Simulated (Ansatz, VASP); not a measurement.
**BiB: VASP beside Ansatz**

Contents of INCAR:

```
SYSTEM = BiB
PREC     = Accurate       ! precision mode
ENCUT    = 520            ! plane-wave cutoff, eV
EDIFF    = 1E-7           ! SCF threshold, eV
ISMEAR   = -1             ! smearing method
SIGMA    = 0.05           ! smearing width, eV
LREAL    = .FALSE.        ! projectors in reciprocal space
LASPH    = .TRUE.         ! aspherical terms in the spheres
NELM     = 60             ! most SCF steps
ALGO     = Normal         ! electronic algorithm
ISIF     = 2              ! what is computed and relaxed
LWAVE    = .FALSE.        ! write WAVECAR
LCHARG   = .FALSE.        ! write CHGCAR
GGA      = PE             ! functional
NBANDS   = 16             ! bands
```

Contents of KPOINTS:

```
Automatic mesh
0
G
  13 13 13
  0 0 0
```

File POSCAR:

```
BiB
1.0
    2.5377955429      0.0000000000      0.0000000000
    0.0000000000      2.5377955429      0.0000000000
    0.0000000000      0.0000000000      2.5377955429
B Bi
1 1
Direct
    0.0000000000      0.0000000000      0.0000000000
    0.5000000000      0.5000000000      0.5000000000
```

Input for Ansatz:

```yaml
crystal:
  lattice:
    - [2.5377955429, 0.0, 0.0]
    - [0.0, 2.5377955429, 0.0]
    - [0.0, 0.0, 2.5377955429]
  atoms:
    - { symbol: B, position: [0.0, 0.0, 0.0] }
    - { symbol: Bi, position: [0.5, 0.5, 0.5] }
kpoints:
  mp_grid: { grid: [13, 13, 13] }
  band_path:
    path:
      - [0.0, 0.0, 0.0]
      - [0.0, 0.5, 0.0]
      - [0.5, 0.5, 0.0]
      - [0.0, 0.0, 0.0]
      - [0.5, 0.5, 0.5]
      - [0.0, 0.5, 0.0]
      - [0.5, 0.5, 0.5]
      - [0.5, 0.5, 0.0]
    npoints: 8
scf:
  occupations: { method: fermi_dirac, width: 0.05 }
hamiltonian:
  xc: pbe
  pseudopotentials: { kind: paw }
output:
  forces: true
  stress: true
  eigenvalues: true
  populations: true
  dos: { projected: true, de: 0.2, e_range: [-14, 8] }
```

Change from the starting cell: volume scaled by 0.43, PAW files.

Alike in both runs: task single point; functional PBE; k mesh 13 × 13 × 13; occupations fermi-dirac, width 0.05 eV; no spin polarisation.

|  | VASP | Ansatz |
| --- | --- | --- |
| version | VASP 6.6.1 | Ansatz 0.2.0 |
| potentials or method | VASP PAW PBE potentials, release 64 (B, Bi_d) | PAW with Ansatz's default frozen-core files, scalar-relativistic |
| plane-wave cutoff (eV) | 520 | 420 |
| valence electrons in the cell | 18 | 18 |

```tsv
	VASP	Ansatz	Ansatz less VASP
pressure (GPa)	403.7	403.9	+0.25
```

Both programs put the cell under a high pressure, so it lies far from rest at this level.

Spin-orbit coupling is off throughout. Noted on VASP's run: the cell as given lies far from equilibrium.
